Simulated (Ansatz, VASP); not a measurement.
One calculation of AgCl, two programs

The input INCAR:

```
SYSTEM = AgCl
PREC = Accurate
ENCUT = 520
EDIFF = 1E-8
ISMEAR = -1
SIGMA = 0.02
LREAL = .False.
LASPH = .True.
NELM = 60
ALGO = Normal
ISIF = 2
LWAVE = .False.
LCHARG = .False.
GGA = PE
LEFG = .True.
NBANDS = 16
```

KPOINTS

```
Automatic mesh
0
Gamma
  8 8 8
  0 0 0
```

The input POSCAR:

```
AgCl
1.0
    0.0000000000      2.8275392985      2.8275392985
    2.8275392985      0.0000000000      2.8275392985
    2.8275392985      2.8275392985      0.0000000000
Ag Cl
1 1
Direct
    0.5000000000      0.5000000000      0.5000000000
    0.0000000000      0.0000000000      0.0000000000
```

Input for Ansatz:

```yaml
crystal:
  lattice:
    - [0.0, 2.8275392985, 2.8275392985]
    - [2.8275392985, 0.0, 2.8275392985]
    - [2.8275392985, 2.8275392985, 0.0]
  atoms:
    - { symbol: Ag, position: [0.5, 0.5, 0.5] }
    - { symbol: Cl, position: [0.0, 0.0, 0.0] }
kpoints:
  mp_grid: { grid: [8, 8, 8] }
scf:
  occupations: { method: fermi_dirac, width: 0.02 }
hamiltonian:
  xc: pbe
  pseudopotentials: { kind: paw }
output:
  forces: true
  stress: true
  eigenvalues: true
  efg: { contact_densities: true }
  write_density: true
  write_potential: true
  elf: true
  volumetric_format: npy
```

Change from the starting cell: volume scaled by 1.06, PAW files.

Alike in both runs: task electric field gradients; functional PBE; k mesh 8 × 8 × 8; occupations fermi-dirac, width 0.02 eV; no spin polarisation.

|  | VASP | Ansatz |
| --- | --- | --- |
| version | VASP 6.6.1 | Ansatz 0.2.0 |
| potentials or method | VASP PAW PBE potentials, release 64 (Ag, Cl) | PAW with Ansatz's default frozen-core files, scalar-relativistic |
| plane-wave cutoff (eV) | 520 | 420 |
| valence electrons in the cell | 18 | 26 |

```csv
,VASP,Ansatz,Ansatz less VASP
gap on the k mesh at the Fermi level (eV),0.93,0.93,+0.002
pressure (GPa),-1.0,-0.9,+0.12
```

VASP's potentials hold 18 valence electrons a cell and Ansatz's 26, so a difference there can come from the potentials and not from the codes.
